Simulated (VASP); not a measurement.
# C in VASP: a series of runs, part 2 of 2

VASP 6.6.1. Earlier steps stand in the parts before.

## 4. Electric field gradients, PBE (z stretched by -1 % at fixed volume)

The input, INCAR:

```
SYSTEM = C
PREC = Accurate
ENCUT = 520
EDIFF = 1E-8
ISMEAR = -1
SIGMA = 0.03
LREAL = .FALSE.
LASPH = .TRUE.
NELM = 100
ALGO = Normal
ISIF = 2
LWAVE = .FALSE.
LCHARG = .FALSE.
GGA = PE
LEFG = .TRUE.
NBANDS = 11
```

The input, KPOINTS:

```
regular mesh
0
G
  17 17 17
  0 0 0
```

The input, POSCAR:

```
C
1.0
    1.2342129164      0.7125731595      3.3135407310
   -1.2342129164      0.7125731595      3.3135407310
    0.0000000000     -1.4251463190      3.3135407310
C
2
Direct
    0.1640000000      0.1640000000      0.1640000000
    0.8360000000      0.8360000000      0.8360000000
```

Potentials or basis: VASP PAW PBE potentials, release 64 (C).

Started as:

```console
cat potpaw_PBE.64/C/POTCAR > POTCAR
mpirun -np 1 vasp_std > vasp.out
```

OUTCAR:

```text
SYSTEM = C
   PREC = Accurate
   ENCUT = 520
   EDIFF = 1E-8
   ISMEAR = -1
   LREAL = .FALSE.
   LASPH = .TRUE.
   NELM = 100
   ISIF = 2
   GGA = PE

 ion  position               nearest neighbor table
   1  0.164  0.164  0.164-   2 1.43   2 1.43   2 1.43
   2  0.836  0.836  0.836-   1 1.43   1 1.43   1 1.43

  LATTYP: Found a trigonal (rhomboedric) cell.
 ALAT       =     3.6070201284
 COS(alpha) =     0.7658398227

  Lattice vectors:

 A1 = (   1.2342129164,   0.7125731595,   3.3135407310)
 A2 = (  -1.2342129164,   0.7125731595,   3.3135407310)
 A3 = (   0.0000000000,  -1.4251463190,   3.3135407310)

[... 546 lines left out ...]
  free  energy   TOTEN  =       -18.3952543433 eV

  energy  without entropy=      -18.3952476098  energy(sigma->0) =      -18.39525098

 Electric field gradients (V/A^2)
---------------------------------------------------------------------
 ion       V_xx      V_yy      V_zz      V_xy      V_xz      V_yz
---------------------------------------------------------------------
   1     -15.198   -15.198    30.396     0.000     0.000    -0.000
   2     -15.198   -15.198    30.396     0.000     0.000    -0.000
---------------------------------------------------------------------

 Electric field gradients after diagonalization (V/A^2)
 (convention: |V_zz| > |V_xx| > |V_yy|)
----------------------------------------------------------------------
 ion       V_xx      V_yy      V_zz     asymmetry (V_yy - V_xx)/ V_zz
----------------------------------------------------------------------
   1     -15.198   -15.198    30.396       0.000
   2     -15.198   -15.198    30.396       0.000
----------------------------------------------------------------------

           NMR quadrupolar parameters

 Cq : quadrupolar parameter    Cq=e*Q*V_zz/h
 eta: asymmetry parameters     (V_yy - V_xx)/ V_zz
 Q  : nuclear electric quadrupole moment in mb (millibarn)
----------------------------------------------------------------------
 ion       Cq(MHz)       eta       Q (mb)
----------------------------------------------------------------------
   1       0.073       0.000       1.000
   2       0.073       0.000       1.000
----------------------------------------------------------------------
```

stdout:

```text
POSCAR found type information on POSCAR C
 POSCAR found :  1 types and       2 ions
 scaLAPACK will be used
 LDA part: xc-table for (Slater+PW92), standard interpolation
 POSCAR, INCAR and KPOINTS ok, starting setup
 FFT: planning ... GRIDC
 FFT: planning ... GRID_SOFT
 FFT: planning ... GRID
 WAVECAR not read
 entering main loop
ion   1

ion   2
```

Run time: 6 min. Hardware: 1 thread of AMD EPYC 7R13, shared host; peak memory 0.18 GiB.

Results:

```
Free energy            : -18.3953 eV
Pressure               : 0.7 GPa
Largest force          : 0.857 eV/Å
Band gap on the k mesh : 0.34 eV, direct
```

Forces in eV/Å, atoms in the order of the input:
```
C    0.000  0.000  0.857
C    0.000  0.000 -0.857
```

Electric field gradients, principal values (V/Å²):
```tsv
atom	least	middle	greatest (by size)
1 C	-15.198	-15.198	30.396
2 C	-15.198	-15.198	30.396
```

Caveat: without QUAD_EFG the Cq values of the log hold for a quadrupole moment of 1 mb, not for the nuclei. A k mesh can miss the band edges.

## 5. Electric field gradients, PBE

The input, INCAR:

```
SYSTEM = C
PREC = Accurate ; ENCUT = 520
EDIFF = 1E-8 ; ISMEAR = -1
SIGMA = 0.03 ; LREAL = .False.
LASPH = .True. ; NELM = 80
ALGO = Normal ; ISIF = 2
LWAVE = .False. ; LCHARG = .False.
GGA = PE ; LEFG = .True.
NBANDS = 11
```

The input, KPOINTS:

```
regular mesh
0
Gamma
  24 24 24
  0 0 0
```

The input, POSCAR:

```
C
1.0
    1.2280263465      0.7090013417      3.3470108394
   -1.2280263465      0.7090013417      3.3470108394
    0.0000000000     -1.4180026834      3.3470108394
C
2
Direct
    0.1640000000      0.1640000000      0.1640000000
    0.8360000000      0.8360000000      0.8360000000
```

Potentials or basis: VASP PAW PBE potentials, release 64 (C).

Started as:

```console
cat potpaw_PBE.64/C/POTCAR > POTCAR
mpirun -np 1 vasp_std > vasp.out
```

OUTCAR:

```text
SYSTEM = C
   PREC = Accurate
   ENCUT = 520
   EDIFF = 1E-8
   ISMEAR = -1
   LREAL = .False.
   LASPH = .True.
   NELM = 80
   ISIF = 2
   GGA = PE

 ion  position               nearest neighbor table
   1  0.164  0.164  0.164-   2 1.42   2 1.42   2 1.42
   2  0.836  0.836  0.836-   1 1.42   1 1.42   1 1.42

  LATTYP: Found a trigonal (rhomboedric) cell.
 ALAT       =     3.6349983727
 COS(alpha) =     0.7717362630

  Lattice vectors:

 A1 = (   1.2280263465,   0.7090013417,   3.3470108394)
 A2 = (  -1.2280263465,   0.7090013417,   3.3470108394)
 A3 = (   0.0000000000,  -1.4180026834,   3.3470108394)

Analysis of symmetry for initial positions (statically):
=====================================================================
 Subroutine PRICEL returns:
 Original cell was already a primitive cell.

 Routine SETGRP: Setting up the symmetry group for a
 trigonal (rhombohedral) supercell.

 Subroutine GETGRP returns: Found 12 space group operations
 (whereof 12 operations were pure point group operations)
 out of a pool of 12 trial point group operations.
[... 523 lines left out ...]
    -1.228026347  0.709001342  3.347010839    -0.407157388  0.235072428  0.099591352
     0.000000000 -1.418002683  3.347010839     0.000000000 -0.470144855  0.099591352

 POSITION                                       TOTAL-FORCE (eV/Angst)
 -----------------------------------------------------------------------------------
      0.00000      0.00000      1.64673         0.000000     -0.000000      0.866698
      0.00000      0.00000      8.39430         0.000000      0.000000     -0.866698
 -----------------------------------------------------------------------------------
    total drift:                                0.000000     -0.000000      0.000000

  FREE ENERGIE OF THE ION-ELECTRON SYSTEM (eV)
  ---------------------------------------------------
  free  energy   TOTEN  =       -18.3962217513 eV

  energy  without entropy=      -18.3962215298  energy(sigma->0) =      -18.39622164

 Electric field gradients (V/A^2)
---------------------------------------------------------------------
 ion       V_xx      V_yy      V_zz      V_xy      V_xz      V_yz
---------------------------------------------------------------------
   1     -15.646   -15.646    31.292     0.000     0.000    -0.000
   2     -15.646   -15.646    31.292    -0.000    -0.000    -0.000
---------------------------------------------------------------------

 Electric field gradients after diagonalization (V/A^2)
 (convention: |V_zz| > |V_xx| > |V_yy|)
----------------------------------------------------------------------
 ion       V_xx      V_yy      V_zz     asymmetry (V_yy - V_xx)/ V_zz
----------------------------------------------------------------------
   1     -15.646   -15.646    31.292       0.000
   2     -15.646   -15.646    31.292       0.000
----------------------------------------------------------------------

           NMR quadrupolar parameters

 Cq : quadrupolar parameter    Cq=e*Q*V_zz/h
 eta: asymmetry parameters     (V_yy - V_xx)/ V_zz
 Q  : nuclear electric quadrupole moment in mb (millibarn)
----------------------------------------------------------------------
 ion       Cq(MHz)       eta       Q (mb)
----------------------------------------------------------------------
   1       0.076       0.000       1.000
   2       0.076       0.000       1.000
----------------------------------------------------------------------
```

stdout:

```text
POSCAR found type information on POSCAR C
 POSCAR found :  1 types and       2 ions
 scaLAPACK will be used
 LDA part: xc-table for (Slater+PW92), standard interpolation
 POSCAR, INCAR and KPOINTS ok, starting setup
 FFT: planning ... GRIDC
 FFT: planning ... GRID_SOFT
 FFT: planning ... GRID
 WAVECAR not read
 entering main loop
ion   1

ion   2
```

Run time: 12 min. Hardware: 1 thread of AMD EPYC 7R13, shared host; peak memory 0.29 GiB.

What came out:

```yaml
Free_energy: -18.3962 eV
Pressure: 4.8 GPa
Largest_force: 0.867 eV/Å
Band_gap_on_the_k_mesh: 0.58 eV, direct
```

Forces on the atoms (eV/Å):
```
C    0.000  0.000  0.867
C    0.000  0.000 -0.867
```

Stress tensor (GPa, compression positive):
```
5.67 0.00 0.00
0.00 5.67 0.00
0.00 0.00 3.03
```

Electric field gradients, principal values (V/Å²):
```tsv
atom	least	middle	greatest (by size)
1 C	-15.646	-15.646	31.292
2 C	-15.646	-15.646	31.292
```

Caveat: without QUAD_EFG the Cq values of the log hold for a quadrupole moment of 1 mb, not for the nuclei. A k mesh can miss the band edges.

## 6. The runs side by side

| cell | k mesh | gap on the mesh (eV) | pressure (GPa) | largest force (eV/Å) |
| --- | --- | --- | --- | --- |
| a = 3.635 Å, angles 39.5°, 2 atoms | 17 × 17 × 17 | 0.09 | 5.2 | 1.50 |
| a = 3.635 Å, angles 39.5°, 2 atoms | 8 × 8 × 8 | 1.42 | 4.8 | 0.87 |
| a = 3.607 Å, angles 40.0°, 2 atoms | 17 × 17 × 17 | 0.34 | 0.7 | 0.86 |
| a = 3.635 Å, angles 39.5°, 2 atoms | 24 × 24 × 24 | 0.58 | 4.8 | 0.87 |

Some of these runs hold the atoms at other places in the same cell, which the table doesn't show; runs alike in all that it shows share one row.

Alike in all rows: task electric field gradients; level PBE; potentials or basis VASP PAW PBE potentials, release 64 (C); no spin polarisation; cutoff (eV) 520; smearing fermi-dirac 0.03 eV.

Caveats: forces of over 1 eV/Å act on the atoms, so gaps and moduli don't describe the material at rest (some runs).

Total energies depend on the potentials used, so only differences within one code and one set of settings carry meaning.
